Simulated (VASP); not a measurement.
Input of a VASP 6.6.1 run:

POSCAR

```
MnS
1.0
    3.9760000000      0.0000000000      0.0000000000
   -1.9880000000      3.4433170100      0.0000000000
    0.0000000000      0.0000000000      6.4320000000
Mn S
2 2
Direct
    0.3333333328      0.6666666657      0.0000000000
    0.6666666672      0.3333333343      0.5000000000
    0.3333333328      0.6666666657      0.3850000000
    0.6666666672      0.3333333343      0.8850000000
```

The input INCAR.step1:

```
SYSTEM = MnS
PREC = Accurate
ENCUT = 520
ISMEAR = -1
SIGMA = 0.01
LREAL = .False.
LASPH = .True.
NELM = 150
ISPIN = 2
MAGMOM = 4 -4 0 0
LMAXMIX = 4
LDAU = .True.
LDAUTYPE = 1
LDAUL = 2 -1
LDAUU = 4.4 0
LDAUJ = 0.9 0
NBANDS = 31
GGA = PE
ALGO = Normal
EDIFF = 1E-4
LWAVE = .True.
LCHARG = .False.
```

File INCAR.step2:

```
SYSTEM = MnS
PREC = Accurate
ENCUT = 520
EDIFF = 1E-6
ISMEAR = -1
SIGMA = 0.01
LREAL = .False.
LASPH = .True.
NELM = 150
ALGO = Normal
ISIF = 2
LWAVE = .False.
LCHARG = .False.
ISPIN = 2
MAGMOM = 4 -4 0 0
LORBIT = 11
LMAXMIX = 4
LDAU = .True.
LDAUTYPE = 1
LDAUL = 2 -1
LDAUU = 4.4 0
LDAUJ = 0.9 0
LDAUPRINT = 1
METAGGA = R2SCAN
LMIXTAU = .True.
NBANDS = 31
ISTART = 1
```

The input KPOINTS:

```
Automatic mesh
0
Gamma
  4 4 2
  0 0 0
```

Potentials or basis: VASP PAW PBE potentials, release 64 (Mn_pv, S).

The run is started by

```sh
$ cat potpaw_PBE.64/Mn_pv/POTCAR potpaw_PBE.64/S/POTCAR > POTCAR
$ cp INCAR.step1 INCAR
$ mpirun -np 1 vasp_std > vasp.out
$ cp INCAR.step2 INCAR
$ mpirun -np 1 vasp_std > vasp.out
```

Problem. Estimate the net moment.

Solution. 0.00 μB per cell.

Problem. Estimate the largest force.

Solution. 0.354 eV/Å.

Problem. Predict the site moments.

Solution. Mn +4.57, -4.57; S -0.01, +0.01 μB.

Stress tensor (GPa, compression positive):
```
4.92 0.00 0.00
0.00 4.92 0.00
0.00 0.00 1.30
```

Caveat: the k points lie up to 0.49 Å⁻¹ apart; the PAW data sets were made with another functional, which shifts forces and pressure a little. The state reached can hang on the start; a lower one may exist.
